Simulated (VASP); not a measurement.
The system is CsGe3.

```xyz
4
Lattice="4.6648 0.0000 0.0000 0.0000 4.6648 0.0000 0.0000 0.0000 4.6648" Properties=species:S:1:pos:R:3 pbc="T T T"
Cs    0.0000    0.0000    0.0000
Ge    0.0000    2.3324    2.3324
Ge    2.3324    2.3324    0.0000
Ge    2.3324    0.0000    2.3324
```

The cell was generated, and may not be a known phase.

* Program: VASP 6.6.1
* Task: relaxation of cell and atoms
* Functional: PBE
* Potentials or basis: VASP PAW PBE potentials, release 64 (Cs_sv, Ge_d)
* Cutoff: 600 eV
* k mesh: 10 × 10 × 10
* Occupations: gaussian, width 0.1 eV
* Spin: no spin polarisation

At the start: pressure 3.0 GPa; volume 25.38 Å³/atom.

Problem. Where does the relaxation end?

Solution. Over 3 steps the energy falls by 19.0 meV/atom and the volume is 27.56 Å³/atom (+8.6 %); space group Pm-3m (No. 221, to 0.1 Å) before and after.

The path:
| step | energy change (eV) | largest force (eV/Å) | pressure (GPa) | volume (Å³) |
| --- | --- | --- | --- | --- |
| 1 | 0.0000 | 0.0000 | 3.04 | 101.51 |
| 2 | -0.0743 | 0.0000 | 0.41 | 108.76 |
| 3 | -0.0761 | 0.0000 | -0.01 | 110.25 |

Final structure:
```
Cs Ge
1.0
     4.79503    0.00000    0.00000
     0.00000    4.79503    0.00000
     0.00000    0.00000    4.79503
Cs Ge
1 3
Direct
  0.00000 0.00000 0.00000
  0.00000 0.50000 0.50000
  0.50000 0.50000 0.00000
  0.50000 0.00000 0.50000
```
